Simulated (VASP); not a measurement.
# Pt (Fm-3m) in VASP: a series of runs

Runs on Pt. Level: PBE. Tasks: single point.

All numbers are computed with VASP 6.6.1; they aren't measurements. Logs are shortened: lines on timing, memory, paths and dates and some standing lists are left out, and cuts for length are marked.

**1. The cell of the first run**

It takes space group Fm-3m (No. 225, cubic). Conventional cell: a = 4.022 Å, b = 4.022 Å, c = 4.022 Å, α = 90.00°, β = 90.00°, γ = 90.00°. Within 3.7 Å of Pt (site symmetry m-3m) lie 12 Pt at 2.84 Å.

**2. Single point, PBE (volume 16.268 Å^3 an atom, c/a of the conventional cell 1.0000)**

File INCAR:

```
ALGO = Normal ; EDIFF = 1E-6
ENCUT = 520 ; GGA = PE
ISIF = 2 ; ISMEAR = 0
LASPH = True ; LCHARG = False
LREAL = False ; LWAVE = False
NBANDS = 11 ; NELM = 100
PREC = Accurate ; SIGMA = 0.15
```

File KPOINTS:

```
k-points
0
Gamma
  22 22 22
```

File POSCAR:

```
Pt
1.0
    0.0000000000      2.0111048932      2.0111048932
    2.0111048932      0.0000000000      2.0111048932
    2.0111048932      2.0111048932      0.0000000000
Pt
1
Direct
    0.0000000000      0.0000000000      0.0000000000
```

Potentials or basis: VASP PAW PBE potentials, release 64 (Pt).

The run is started by

```
$ cat potpaw_PBE.64/Pt/POTCAR > POTCAR
$ mpirun -np 1 vasp_std > vasp.out
```

OUTCAR:

```text
EDIFF = 1E-6
   ENCUT = 520
   GGA = PE
   ISIF = 2
   ISMEAR = 0
   LASPH = True
   LREAL = False
   NELM = 100
   PREC = Accurate

 ion  position               nearest neighbor table
   1  0.000  0.000  0.000-

  LATTYP: Found a face centered cubic cell.
 ALAT       =     4.0222097864

  Lattice vectors:

 A1 = (   0.0000000000,   2.0111048932,   2.0111048932)
 A2 = (   2.0111048932,   0.0000000000,   2.0111048932)
 A3 = (   2.0111048932,   2.0111048932,   0.0000000000)

Analysis of symmetry for initial positions (statically):
=====================================================================
 Subroutine PRICEL returns:
 Original cell was already a primitive cell.

 Routine SETGRP: Setting up the symmetry group for a
 face centered cubic supercell.

 Subroutine GETGRP returns: Found 48 space group operations
 (whereof 48 operations were pure point group operations)
 out of a pool of 48 trial point group operations.

The static configuration has the point symmetry O_h .

Analysis of symmetry for dynamics (positions and initial velocities):
=====================================================================
 Subroutine PRICEL returns:
 Original cell was already a primitive cell.

 Routine SETGRP: Setting up the symmetry group for a
 face centered cubic supercell.

 Subroutine GETGRP returns: Found 48 space group operations
 (whereof 48 operations were pure point group operations)
 out of a pool of 48 trial point group operations.

The dynamic configuration has the point symmetry O_h .

 Subroutine INISYM returns: Found 48 space group operations
 (whereof 48 operations are pure point group operations),
 and found     1 'primitive' translations

----------------------------------------------------------------------------------------

                                     Primitive cell

  volume of cell :      16.2680

  direct lattice vectors                    reciprocal lattice vectors
     0.000000000  2.011104893  2.011104893    -0.248619553  0.248619553  0.248619553
     2.011104893  0.000000000  2.011104893     0.248619553 -0.248619553  0.248619553
     2.011104893  2.011104893  0.000000000     0.248619553  0.248619553 -0.248619553

  length of vectors
     2.844131815  2.844131815  2.844131815     0.430621698  0.430621698  0.430621698

  position of ions in fractional coordinates (direct lattice)
     0.000000000  0.000000000  0.000000000

  ion indices of the primitive-cell ions
   primitive index   ion index
                 1           1

----------------------------------------------------------------------------------------

 KPOINTS: k-points

Automatic generation of k-mesh.
 Grid dimensions read from file:
 generate k-points for:   22   22   22

 Generating k-lattice:

  Cartesian coordinates                     Fractional coordinates (reciprocal lattice)
    -0.011300889  0.011300889  0.011300889     0.045454545  0.000000000  0.000000000
     0.011300889 -0.011300889  0.011300889     0.000000000  0.045454545  0.000000000
     0.011300889  0.011300889 -0.011300889     0.000000000  0.000000000  0.045454545

  Length of vectors
     0.019573714  0.019573714  0.019573714

  Shift w.r.t. Gamma in fractional coordinates (k-lattice)
     0.000000000  0.000000000  0.000000000

 Subroutine IBZKPT returns following result:
 ===========================================

 Found    328 irreducible k-points:

 Following reciprocal coordinates:
            Coordinates               Weight
  0.000000  0.000000  0.000000      1.000000
  0.045455  0.000000  0.000000      8.000000
  0.090909  0.000000  0.000000      8.000000
  0.136364  0.000000  0.000000      8.000000
  0.181818  0.000000  0.000000      8.000000
  0.227273  0.000000  0.000000      8.000000
[... 16 lines left out ...]
  0.500000  0.045455  0.000000     24.000000
 -0.454545  0.045455  0.000000     24.000000
 [... further k-points ...]
   k-points           NKPTS =    328   k-points in BZ     NKDIM =    328   number of bands    NBANDS=     11
   number of dos      NEDOS =    301   number of ions     NIONS =      1
   total plane-waves  NPLWV =  13824
   dimension x,y,z NGX =    24 NGY =   24 NGZ =   24
   dimension x,y,z NGXF=    48 NGYF=   48 NGZF=   48
   ions per type =               1
   NGX,Y,Z   is equivalent  to a cutoff of  14.03, 14.03, 14.03 a.u.
   NGXF,Y,Z  is equivalent  to a cutoff of  28.06, 28.06, 28.06 a.u.
 SYSTEM =  unknown system
   PREC   = accura    normal or accurate (medium, high low for compatibility)
   ISTART =      0    job   : 0-new  1-cont  2-samecut
   ICHARG =      2    charge: 1-file 2-atom 10-const
   ISPIN  =      1    spin polarized calculation?
   LNONCOLLINEAR =      F non collinear calculations
   LSORBIT =      F    spin-orbit coupling
   LASPH  =      T    aspherical Exc in radial PAW
   ENCUT  =  520.0 eV  38.22 Ry    6.18 a.u.   5.29  5.29  5.29*2*pi/ulx,y,z
   NELM   =    100;   NELMIN=  2; NELMDL= -5     # of ELM steps
   EDIFF  = 0.1E-05   stopping-criterion for ELM
   LREAL  =      F    real-space projection
   EDIFFG = 0.1E-04   stopping-criterion for IOM
   NSW    =      0    number of steps for IOM
   IBRION =     -1    ionic relax: 0-MD 1-quasi-New 2-CG
   NFREE  =      0    steps in history (QN), initial steepest desc. (CG)
   ISIF   =      2    stress and relaxation
   ISYM   =      2    0-nonsym 1-usesym 2-fastsym
   POTIM  = 0.5000    time-step for ionic-motion
   TEBEG  =    0.0;   TEEND  =   0.0 temperature during run
   PSTRESS=    0.0 pullay stress
   NELECT =      10.0000    total number of electrons
   NUPDOWN=      -1.0000    fix difference up-down
   EMIN   =  10.00;   EMAX   =-10.00  energy-range for DOS
   EFERMI =   0.00;   METHOD = LEGACY
   ISMEAR =     0;   SIGMA  =   0.15  broadening in eV -4-tet -1-fermi 0-gaus
   EFERMI_NEDOS =   21; number of points for ismear=-14 and -15
   IALGO  =     38    algorithm
   IMIX   =      4    mixing-type and parameters
     AMIX     =   0.40;   BMIX     =  1.00
     AMIX_MAG =   1.60;   BMIX_MAG =  1.00
  volume/ion in A,a.u.               =      16.27       109.78
  Fermi-wavevector in a.u.,A,eV,Ry     =   1.391971  2.630443 26.362411  1.937583
  Thomas-Fermi vector in A             =   2.515759
   LORBIT       =      0    0 simple, 1 ext, 2 COOP (PROOUT), +10 PAW based schemes
   GGA     = PE    functional components
   LHFCALC =     F    Hartree Fock is set to
   AEXX    =    0.0000 exact exchange contribution
   IVDW    =     0    specifies the selected vdW correction
   LEPSILON=     F    determine dielectric tensor
   LRPA    =     F    only Hartree local field effects (RPA)
 non-spin polarized calculation
 Gauss-broadening in eV      SIGMA  =   0.15
  energy-cutoff  :      520.00
  volume of cell :       16.27
 maximum number of plane-waves:       450
 NGX is ok and might be reduce to    24
   NGX = 11   NGY = 11   NGZ = 11

 number of electron      10.0000000 magnetization

 number of electron       9.9999999 magnetization

 Free energy of the ion-electron system (eV)
  ---------------------------------------------------
  ext. energy  EPLUGINS =         0.00000000
  ---------------------------------------------------
  free energy    TOTEN  =        -6.09168939 eV

  energy without entropy =       -6.06877153  energy(sigma->0) =       -6.08023046

 E-fermi :   9.8588     XC(G=0): -13.0386

 val. band max:        9.8567059900   @ k =  -0.4545   0.0909   0.0455
 cond. band min:       9.8614646214   @ k =  -0.3636   0.3636   0.1364
 fundamental gap:      0.0047586314
 Fermi energy:         9.8588411772

 k-point     1 :       0.0000    0.0000    0.0000
  band No.  band energies     occupation
      1       0.4756      2.00000
      2       6.5185      2.00000
      3       6.5185      2.00000
      4       6.5185      2.00000
      5       8.4193      2.00000
      6       8.4193      2.00000
      7      24.6850      0.00000
      8      29.2269      0.00000
      9      29.2269      0.00000
     10      29.2269      0.00000
     11      34.3017      0.00000

 k-point     2 :       0.0455    0.0000    0.0000
  band No.  band energies     occupation
      1       0.5532      2.00000
      2       6.4856      2.00000
      3       6.5485      2.00000
      4       6.5485      2.00000
      5       8.4030      2.00000
      6       8.4030      2.00000
      7      24.7994      0.00000
      8      28.7633      0.00000
      9      29.3392      0.00000
     10      29.3392      0.00000
     11      34.7884      0.00000

 k-point     3 :       0.0909    0.0000    0.0000
  band No.  band energies     occupation
      1       0.7818      2.00000
      2       6.3964      2.00000
      3       6.6315      2.00000
      4       6.6315      2.00000
      5       8.3633      2.00000
      6       8.3633      2.00000
      7      25.1187      0.00000
      8      27.7097      0.00000
      9      29.6680      0.00000
     10      29.6680      0.00000
     11      35.5598      0.00000

 k-point     4 :       0.1364    0.0000    0.0000
  band No.  band energies     occupation
      1       1.1473      2.00000
      2       6.2782      2.00000
      3       6.7427      2.00000
      4       6.7427      2.00000
      5       8.3297      2.00000
      6       8.3297      2.00000
      7      25.5465      0.00000
      8      26.4553      0.00000
      9      30.1874      0.00000
     10      30.1874      0.00000
     11      34.7316      0.00000

 k-point     5 :       0.1818    0.0000    0.0000
  band No.  band energies     occupation
      1       1.6210      2.00000
      2       6.1769      2.00000
      3       6.8376      2.00000
      4       6.8376      2.00000
      5       8.3514      2.00000
      6       8.3514      2.00000
      7      24.9788      0.00000
      8      26.0617      0.00000
      9      30.8414      0.00000
     10      30.8414      0.00000
     11      33.4395      0.00000
[... 211 lines left out ...]
 k-point    21 :       0.4091    0.0455    0.0000
  band No.  band energies     occupation
      1       3.3245      2.00000
      2       6.5178      2.00000
      3       6.6329      2.00000
      4       7.8618      2.00000
      5       9.6777      1.91228
      6       9.6853      1.89811
      7      17.4466      0.00000
      8      24.7632      0.00000
      9      28.6655      0.00000
     10      29.3503      0.00000
     11      35.7415      0.00000

 k-point    22 :       0.4545    0.0455    0.0000
  band No.  band energies     occupation
      1       3.3559      2.00000
      2       6.4499      2.00000
      3       6.5607      2.00000
      4       8.5869      2.00000
      5       9.8472      1.08764
      6      10.1781      0.00261
      7      16.0349      0.00000
      8      24.4729      0.00000
      9      28.2727      0.00000
     10      28.5941      0.00000
     11      36.4075      0.00000

 k-point    23 :       0.5000    0.0455    0.0000
  band No.  band energies     occupation
      1       3.3613      2.00000
      2       6.4215      2.00000
      3       6.5217      2.00000
      4       8.9880      2.00000
      5       9.8932      0.74570
      6      10.5822      0.00000
      7      15.1942      0.00000
      8      24.3388      0.00000
      9      28.1320      0.00000
     10      28.1876      0.00000
     11      36.8592      0.00000

 k-point    24 :      -0.4545    0.0455    0.0000
  band No.  band energies     occupation
      1       3.3611      2.00000
      2       6.4350      2.00000
      3       6.5215      2.00000
      4       8.9381      2.00000
      5       9.8034      1.39899
      6      10.5309      0.00000
      7      15.3826      0.00000
      8      24.3651      0.00000
      9      27.9972      0.00000
     10      28.4424      0.00000
     11      36.7065      0.00000

 [... further k-points ...]
[... 5 lines left out ...]
  --------------------------------------------------------------------------------------
  -------------------------------------------------------------------------------------
  Total       -0.9203122     -0.9203122     -0.9203122      0.0000000      0.0000000      0.0000000
  in kB      -90.6382703    -90.6382703    -90.6382703      0.0000000      0.0000000      0.0000000
  external PRESSURE =     -90.6382703 kB  Pullay stress =       0.0000000 kB

 VOLUME and BASIS-vectors are now :
 -----------------------------------------------------------------------------
  energy-cutoff  :      520.00
  volume of cell :       16.27
      direct lattice vectors                 reciprocal lattice vectors
     0.000000000  2.011104893  2.011104893    -0.248619553  0.248619553  0.248619553
     2.011104893  0.000000000  2.011104893     0.248619553 -0.248619553  0.248619553
     2.011104893  2.011104893  0.000000000     0.248619553  0.248619553 -0.248619553

 POSITION                                       TOTAL-FORCE (eV/Angst)
 -----------------------------------------------------------------------------------
      0.00000      0.00000      0.00000         0.000000     -0.000000      0.000000
 -----------------------------------------------------------------------------------
    total drift:                               -0.000000      0.000000     -0.000000

  FREE ENERGIE OF THE ION-ELECTRON SYSTEM (eV)
  ---------------------------------------------------
  free  energy   TOTEN  =        -6.0916893894 eV

  energy  without entropy=       -6.0687715278  energy(sigma->0) =       -6.08023046
```

It took 26 s on 1 thread of Intel Xeon Platinum 8375C at 2.90GHz (Ice Lake), shared host; peak memory 0.18 GiB.

What came out:

```
Free energy            : -6.0917 eV
Pressure               : -9.1 GPa
Band gap on the k mesh : zero (band 5 reaches 10.29 eV, above the bottom of band 6 at 8.33 eV)
```

Caveat: spin-orbit coupling is left out, which moves the levels of the heavy elements.

**3. Single point, PBE (volume 16.893 Å^3 an atom, c/a of the conventional cell 1.0000)**

File INCAR:

```
SYSTEM = Pt
ALGO = Fast
EDIFF = 1E-6
ENCUT = 520
GGA = PE
ISIF = 2
ISMEAR = 0
LASPH = .TRUE.
LCHARG = .TRUE.
LELF = .TRUE.
LREAL = .FALSE.
LVHAR = .TRUE.
LWAVE = .FALSE.
NBANDS = 11
NELM = 60
PREC = Accurate
SIGMA = 0.15
```

File KPOINTS:

```
k-points
0
G
  22 22 22
  0 0 0
```

File POSCAR:

```
Pt
1.0
    0.0000000000      2.0365367999      2.0365367999
    2.0365367999      0.0000000000      2.0365367999
    2.0365367999      2.0365367999      0.0000000000
Pt
1
Direct
    0.0000000000      0.0000000000      0.0000000000
```

Potentials or basis: VASP PAW PBE potentials, release 64 (Pt).

The run is started by

```
$ cat potpaw_PBE.64/Pt/POTCAR > POTCAR
$ mpirun -np 1 vasp_std > vasp.out
```

Run time: 33 s. Hardware: 1 thread of Intel Xeon Platinum 8375C at 2.90GHz (Ice Lake), shared host; peak memory 0.19 GiB.

The run converged. Its results:

```yaml
Free_energy: -6.0433 eV
Pressure: -15.7 GPa
Band_gap_on_the_k_mesh: zero (band 5 reaches 9.60 eV, above the bottom of band 6 at 7.77 eV)
```

Levels at points of the mesh, in eV from the Fermi level:
```
           k point  band 2  band 3  band 4  band 5  band 6  band 7  band 8  band 9
(0.00, 0.00, 0.00)   -3.14   -3.14   -3.14   -1.35   -1.35   14.89   19.22   19.22
(0.50, 0.00, 0.00)   -3.18   -3.18   -0.01    0.02    0.02    5.03   14.43   18.17
(0.50, 0.50, 0.00)   -5.51   -0.01    0.39    0.39    2.01    7.73   11.03   11.03
```

Caveat: spin-orbit coupling is left out, which moves the levels of the heavy elements.

**4. Single point, PBE (volume 17.519 Å^3 an atom, c/a of the conventional cell 1.0000)**

File INCAR:

```
PREC = Accurate
ENCUT = 520
EDIFF = 1E-6
ISMEAR = 0
SIGMA = 0.15
LREAL = False
LASPH = True
NELM = 60
ALGO = Normal
ISIF = 2
LWAVE = False
LCHARG = True
GGA = PE
LELF = True
LVHAR = True
NBANDS = 11
```

File KPOINTS:

```
Automatic mesh
0
Gamma
  22 22 22
```

File POSCAR:

```
Pt
1.0
    0.0000000000      2.0613881366      2.0613881366
    2.0613881366      0.0000000000      2.0613881366
    2.0613881366      2.0613881366      0.0000000000
Pt
1
Direct
    0.0000000000      0.0000000000      0.0000000000
```

The run is started by

```
$ cat potpaw_PBE.64/Pt/POTCAR > POTCAR
$ mpirun -np 1 vasp_std > vasp.out
```

It took 25 s on 1 thread of Intel Xeon Platinum 8375C at 2.90GHz (Ice Lake), shared host; peak memory 0.19 GiB.

Results (log left out):

| Item | Value |
| --- | --- |
| Free energy | -5.9720 eV |
| Pressure | -20.8 GPa |
| Band gap on the k mesh | zero (band 5 reaches 8.96 eV, above the bottom of band 6 at 7.25 eV) |

Levels at points of the mesh, in eV from the Fermi level:
```
           k point  band 3  band 4  band 5  band 6  band 7  band 8
(0.00, 0.00, 0.00)   -2.95   -2.95   -1.28   -1.28   14.94   19.07
(0.50, 0.00, 0.00)   -2.99    0.02    0.02    0.13    4.80   14.46
(0.50, 0.50, 0.00)   -0.01    0.36    0.36    2.09    7.39   10.91
```

Caveat: spin-orbit coupling is left out, which moves the levels of the heavy elements.

**5. Summary**

| cell | gap on the mesh (eV) | pressure (GPa) |
| --- | --- | --- |
| a = 2.844 Å, angles 60.0°, 1 atom | none | -9.1 |
| a = 2.880 Å, angles 60.0°, 1 atom | none | -15.7 |
| a = 2.915 Å, angles 60.0°, 1 atom | none | -20.8 |

Alike in all rows: task single point; level PBE; potentials or basis VASP PAW PBE potentials, release 64 (Pt); no spin polarisation; k mesh 22 × 22 × 22; cutoff (eV) 520; smearing gaussian 0.15 eV.

Caveats: spin-orbit coupling is left out, which moves the levels of the heavy elements.

Absolute energies hang on the potentials; compare differences alone.
